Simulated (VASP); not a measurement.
# Y (Fm-3m) in VASP: single point with PBEsol

Aim: the single point of Y with PBEsol.

Everything below comes from runs of VASP 6.6.1. Logs are shortened: lines on timing, memory, paths and dates and some standing lists are left out, and cuts for length are marked.

### 1 The cell of the first run

Symmetry: Fm-3m, No. 225, cubic system. The conventional cell has a = 4.970 Å, b = 4.970 Å, c = 4.970 Å, α = 90.00°, β = 90.00°, γ = 90.00°. Y (site symmetry m-3m) has 12 Y at 3.51 Å within 4.6 Å.

This isn't the form of Y at room conditions, which is hcp.

### 2 Single point, PBEsol

File POSCAR:

```
Y
1.0
    0.0000000000      2.4850000000      2.4850000000
    2.4850000000      0.0000000000      2.4850000000
    2.4850000000      2.4850000000      0.0000000000
Y
1
Direct
    0.0000000000      0.0000000000      0.0000000000
```

File INCAR.step1:

```
SYSTEM = Y
  PREC = Accurate
  ENCUT = 400
  EDIFF = 1E-6
  ISMEAR = -1
  SIGMA = 0.1
  LREAL = .FALSE.
  LASPH = .TRUE.
  NELM = 120
  ALGO = Normal
  ISIF = 2
  LWAVE = .FALSE.
  LCHARG = .TRUE.
  LMAXMIX = 4
  GGA = PS
  NBANDS = 12
  GGA_COMPAT = .FALSE.
  NEDOS = 2001
  LORBIT = 11
```

File KPOINTS.step1:

```
regular mesh
0
G
  8 8 8
  0 0 0
```

File INCAR.step2:

```
SYSTEM = Y
  PREC = Accurate
  ENCUT = 400
  EDIFF = 1E-6
  ISMEAR = -5
  SIGMA = 0.1
  LREAL = .FALSE.
  LASPH = .TRUE.
  NELM = 120
  ALGO = Normal
  ISIF = 2
  LWAVE = .FALSE.
  LCHARG = .FALSE.
  LMAXMIX = 4
  GGA = PS
  LORBIT = 11
  NEDOS = 2001
  ICHARG = 11
  GGA_COMPAT = .FALSE.
```

File KPOINTS.step2:

```
regular mesh
0
G
  12 12 12
  0 0 0
```

Potentials or basis: VASP PAW PBE potentials, release 64 (Y_sv).

The run is started by

```console
> cat potpaw_PBE.64/Y_sv/POTCAR > POTCAR
> cp INCAR.step1 INCAR
> cp KPOINTS.step1 KPOINTS
> mpirun -np 1 vasp_std > vasp.out
> cp INCAR.step2 INCAR
> cp KPOINTS.step2 KPOINTS
> mpirun -np 1 vasp_std > vasp.out
```

OUTCAR:

```text
SYSTEM = Y
   PREC = Accurate
   ENCUT = 400
   EDIFF = 1E-6
   ISMEAR = -5
   LREAL = .FALSE.
   LASPH = .TRUE.
   NELM = 120
   ISIF = 2
   GGA = PS
   LORBIT = 11
   ICHARG = 11

 ion  position               nearest neighbor table
   1  0.000  0.000  0.000-

  LATTYP: Found a face centered cubic cell.
 ALAT       =     4.9700000000

  Lattice vectors:

 A1 = (   0.0000000000,   2.4850000000,   2.4850000000)
 A2 = (   2.4850000000,   0.0000000000,   2.4850000000)
 A3 = (   2.4850000000,   2.4850000000,   0.0000000000)

Analysis of symmetry for initial positions (statically):
=====================================================================
 Subroutine PRICEL returns:
 Original cell was already a primitive cell.

 Routine SETGRP: Setting up the symmetry group for a
 face centered cubic supercell.

 Subroutine GETGRP returns: Found 48 space group operations
 (whereof 48 operations were pure point group operations)
 out of a pool of 48 trial point group operations.

The static configuration has the point symmetry O_h .

Analysis of symmetry for dynamics (positions and initial velocities):
=====================================================================
 Subroutine PRICEL returns:
 Original cell was already a primitive cell.

 Routine SETGRP: Setting up the symmetry group for a
 face centered cubic supercell.

 Subroutine GETGRP returns: Found 48 space group operations
 (whereof 48 operations were pure point group operations)
 out of a pool of 48 trial point group operations.

The dynamic configuration has the point symmetry O_h .

 Subroutine INISYM returns: Found 48 space group operations
 (whereof 48 operations are pure point group operations),
 and found     1 'primitive' translations

----------------------------------------------------------------------------------------

                                     Primitive cell

  volume of cell :      30.6909

  direct lattice vectors                    reciprocal lattice vectors
     0.000000000  2.485000000  2.485000000    -0.201207243  0.201207243  0.201207243
     2.485000000  0.000000000  2.485000000     0.201207243 -0.201207243  0.201207243
     2.485000000  2.485000000  0.000000000     0.201207243  0.201207243 -0.201207243

  length of vectors
     3.514320702  3.514320702  3.514320702     0.348501169  0.348501169  0.348501169

  position of ions in fractional coordinates (direct lattice)
     0.000000000  0.000000000  0.000000000

  ion indices of the primitive-cell ions
   primitive index   ion index
                 1           1

----------------------------------------------------------------------------------------

 KPOINTS: regular mesh

Automatic generation of k-mesh.
 Grid dimensions read from file:
 generate k-points for:   12   12   12

 Generating k-lattice:

  Cartesian coordinates                     Fractional coordinates (reciprocal lattice)
    -0.016767270  0.016767270  0.016767270     0.083333333  0.000000000  0.000000000
     0.016767270 -0.016767270  0.016767270     0.000000000  0.083333333  0.000000000
     0.016767270  0.016767270 -0.016767270     0.000000000  0.000000000  0.083333333

  Length of vectors
     0.029041764  0.029041764  0.029041764

  Shift w.r.t. Gamma in fractional coordinates (k-lattice)
     0.000000000  0.000000000  0.000000000

 TETIRR: Found    247 inequivalent tetrahedra from    10368

 Subroutine IBZKPT returns following result:
 ===========================================

 Found     72 irreducible k-points:

 Following reciprocal coordinates:
            Coordinates               Weight
  0.000000  0.000000  0.000000      1.000000
  0.083333  0.000000  0.000000      8.000000
  0.166667  0.000000  0.000000      8.000000
  0.250000  0.000000  0.000000      8.000000
  0.333333  0.000000  0.000000      8.000000
  0.416667  0.000000  0.000000      8.000000
[... 16 lines left out ...]
  0.500000  0.166667  0.000000     24.000000
 -0.416667  0.166667  0.000000     24.000000
 [... further k-points ...]
   k-points           NKPTS =     72   k-points in BZ     NKDIM =     72   number of bands    NBANDS=      9
   number of dos      NEDOS =   2001   number of ions     NIONS =      1
   total plane-waves  NPLWV =  13824
   dimension x,y,z NGX =    24 NGY =   24 NGZ =   24
   dimension x,y,z NGXF=    48 NGYF=   48 NGZF=   48
   ions per type =               1
   NGX,Y,Z   is equivalent  to a cutoff of  11.35, 11.35, 11.35 a.u.
   NGXF,Y,Z  is equivalent  to a cutoff of  22.71, 22.71, 22.71 a.u.
 SYSTEM =  Y
   PREC   = accura    normal or accurate (medium, high low for compatibility)
   ISTART =      0    job   : 0-new  1-cont  2-samecut
   ICHARG =     11    charge: 1-file 2-atom 10-const
   ISPIN  =      1    spin polarized calculation?
   LNONCOLLINEAR =      F non collinear calculations
   LSORBIT =      F    spin-orbit coupling
   LASPH  =      T    aspherical Exc in radial PAW
   ENCUT  =  400.0 eV  29.40 Ry    5.42 a.u.   5.73  5.73  5.73*2*pi/ulx,y,z
   NELM   =    120;   NELMIN=  2; NELMDL=  0     # of ELM steps
   EDIFF  = 0.1E-05   stopping-criterion for ELM
   LREAL  =      F    real-space projection
   EDIFFG = 0.1E-04   stopping-criterion for IOM
   NSW    =      0    number of steps for IOM
   IBRION =     -1    ionic relax: 0-MD 1-quasi-New 2-CG
   NFREE  =      0    steps in history (QN), initial steepest desc. (CG)
   ISIF   =      2    stress and relaxation
   ISYM   =      2    0-nonsym 1-usesym 2-fastsym
   POTIM  = 0.5000    time-step for ionic-motion
   TEBEG  =    0.0;   TEEND  =   0.0 temperature during run
   PSTRESS=    0.0 pullay stress
   NELECT =      11.0000    total number of electrons
   NUPDOWN=      -1.0000    fix difference up-down
   EMIN   =  10.00;   EMAX   =-10.00  energy-range for DOS
   EFERMI =   0.00;   METHOD = LEGACY
   ISMEAR =    -5;   SIGMA  =   0.10  broadening in eV -4-tet -1-fermi 0-gaus
   EFERMI_NEDOS =   21; number of points for ismear=-14 and -15
   IALGO  =     38    algorithm
   IMIX   =      4    mixing-type and parameters
     AMIX     =   0.40;   BMIX     =  1.00
     AMIX_MAG =   1.60;   BMIX_MAG =  1.00
  volume/ion in A,a.u.               =      30.69       207.11
  Fermi-wavevector in a.u.,A,eV,Ry     =   1.162883  2.197530 18.399114  1.352297
  Thomas-Fermi vector in A             =   2.299439
   LORBIT       =     11    0 simple, 1 ext, 2 COOP (PROOUT), +10 PAW based schemes
   GGA     = PS    functional components
   LHFCALC =     F    Hartree Fock is set to
   AEXX    =    0.0000 exact exchange contribution
   IVDW    =     0    specifies the selected vdW correction
   LEPSILON=     F    determine dielectric tensor
   LRPA    =     F    only Hartree local field effects (RPA)
 non-spin polarized calculation
 Fermi weights with tetrahedron method with Bloechl corrections
  energy-cutoff  :      400.00
  volume of cell :       30.69
 maximum number of plane-waves:       568

 number of electron      11.0000000 magnetization

 Free energy of the ion-electron system (eV)
  ---------------------------------------------------
  ext. energy  EPLUGINS =         0.00000000
  ---------------------------------------------------
  free energy    TOTEN  =        -6.80074853 eV

  energy without entropy =       -6.80074853  energy(sigma->0) =       -6.80074853

 E-fermi :   3.2519     XC(G=0):  -9.8001

 val. band max:        3.2604024988   @ k =  -0.2500   0.3333   0.0833
 cond. band min:       3.2442653609   @ k =   0.4167   0.2500   0.0833
 fundamental gap:     -0.0161371379
 Fermi energy:         3.2518699542

 k-point     1 :       0.0000    0.0000    0.0000
  band No.  band energies     occupation
      1     -39.1830      2.00000
      2     -18.8500      2.00000
      3     -18.8500      2.00000
      4     -18.8500      2.00000
      5      -1.5908      2.00000
      6       5.1045      0.00000
      7       5.1045      0.00000
      8       5.1045      0.00000
      9       7.2658      0.00000

 k-point     2 :       0.0833    0.0000    0.0000
  band No.  band energies     occupation
      1     -39.1773      2.00000
      2     -18.8996      2.00000
      3     -18.8561      2.00000
      4     -18.8561      2.00000
      5      -1.4055      2.00000
      6       4.8988      0.00000
      7       5.1906      0.00000
      8       5.1906      0.00000
      9       7.1673      0.00000

 k-point     3 :       0.1667    0.0000    0.0000
  band No.  band energies     occupation
      1     -39.1619      2.00000
      2     -19.0328      2.00000
      3     -18.8728      2.00000
      4     -18.8728      2.00000
      5      -0.8857      2.00000
      6       4.4390      0.00000
      7       5.3617      0.00000
      8       5.3617      0.00000
      9       7.0326      0.00000

 k-point     4 :       0.2500    0.0000    0.0000
  band No.  band energies     occupation
      1     -39.1407      2.00000
      2     -19.2093      2.00000
      3     -18.8955      2.00000
      4     -18.8955      2.00000
      5      -0.1462      2.00000
      6       4.0010      0.00000
      7       5.3689      0.00000
      8       5.3689      0.00000
      9       7.2337      0.00000
[... 205 lines left out ...]
 k-point    22 :       0.4167    0.1667    0.0000
  band No.  band energies     occupation
      1     -39.1020      2.00000
      2     -19.4034      2.00000
      3     -19.0088      2.00000
      4     -18.9802      2.00000
      5       1.3156      2.00000
      6       3.3538      0.26292
      7       4.4461      0.00000
      8       5.7267      0.00000
      9       8.0124      0.00000

 k-point    23 :       0.5000    0.1667    0.0000
  band No.  band energies     occupation
      1     -39.0910      2.00000
      2     -19.4753      2.00000
      3     -19.0457      2.00000
      4     -18.9800      2.00000
      5       1.7289      2.00000
      6       3.3685      0.33987
      7       4.4285      0.00000
      8       5.5465      0.00000
      9       8.9526      0.00000

 k-point    24 :      -0.4167    0.1667    0.0000
  band No.  band energies     occupation
      1     -39.0896      2.00000
      2     -19.4813      2.00000
      3     -19.0687      2.00000
      4     -18.9657      2.00000
      5       1.8145      2.00000
      6       3.4505      0.02809
      7       4.4114      0.00000
      8       5.4672      0.00000
      9       8.4122      0.00000

 [... further k-points ...]

------------------------ aborting loop because EDIFF is reached ----------------------------------------

  FORCE on cell =-STRESS in cart. coord.  units (eV):
  Direction    XX          YY          ZZ          XY          YZ          ZX
  --------------------------------------------------------------------------------------
  -------------------------------------------------------------------------------------
  Total        0.0190140      0.0190140      0.0190140      0.0000000      0.0000000      0.0000000
  in kB        0.9925992      0.9925992      0.9925992      0.0000000      0.0000000      0.0000000
  external PRESSURE =       0.9925992 kB  Pullay stress =       0.0000000 kB

 VOLUME and BASIS-vectors are now :
 -----------------------------------------------------------------------------
  energy-cutoff  :      400.00
  volume of cell :       30.69
      direct lattice vectors                 reciprocal lattice vectors
     0.000000000  2.485000000  2.485000000    -0.201207243  0.201207243  0.201207243
     2.485000000  0.000000000  2.485000000     0.201207243 -0.201207243  0.201207243
     2.485000000  2.485000000  0.000000000     0.201207243  0.201207243 -0.201207243

 POSITION                                       TOTAL-FORCE (eV/Angst)
 -----------------------------------------------------------------------------------
      0.00000      0.00000      0.00000         0.000000      0.000000      0.000000
 -----------------------------------------------------------------------------------
    total drift:                               -0.000000      0.000000     -0.000000

  FREE ENERGIE OF THE ION-ELECTRON SYSTEM (eV)
  ---------------------------------------------------
  free  energy   TOTEN  =        -6.8007485321 eV

  energy  without entropy=       -6.8007485321  energy(sigma->0) =       -6.80074853

 total charge

# of ion       s       p       d       f       tot
--------------------------------------------------
    1        2.294   6.211   1.009   0.008   9.522
```

Run time: 13 s. Hardware: 1 thread of Intel Xeon Platinum 8488C (Sapphire Rapids), shared host; peak memory 0.15 GiB.

Results:

```yaml
Valence_electrons_inside_the_program's_atomic_spheres: Y 9.52
```

Caveat: the PAW data sets were made with another functional, which shifts forces and pressure a little.
